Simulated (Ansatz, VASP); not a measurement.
One calculation of MgO, two programs

```
CELL_PARAMETERS angstrom
0.00000 2.13515 2.13515
2.13515 0.00000 2.13515
2.13515 2.13515 0.00000
ATOMIC_POSITIONS crystal
Mg 0.00000 0.00000 0.00000
O 0.50000 0.50000 0.50000
```

Alike in both runs: task electric field gradients; functional PBEsol; k mesh 10 × 10 × 10; occupations fermi-dirac, width 0.01 eV; no spin polarisation.

|  | VASP | Ansatz |
| --- | --- | --- |
| version | VASP 6.6.1 | Ansatz 0.2.0 |
| potentials or method | VASP PAW PBE potentials, release 64 (Mg, O) | PAW with Ansatz's default frozen-core files, scalar-relativistic |
| plane-wave cutoff (eV) | 520 | 420 |
| valence electrons in the cell | 8 | 16 |

```tsv
	VASP	Ansatz	Ansatz less VASP
gap on the k mesh at the Fermi level (eV)	4.25	4.25	0.000
pressure (GPa)	-6.3	-5.8	+0.55
```

VASP's potentials were made for PBE, not for PBEsol. VASP's potentials hold 8 valence electrons a cell and Ansatz's 16, so a difference there can come from the potentials and not from the codes.
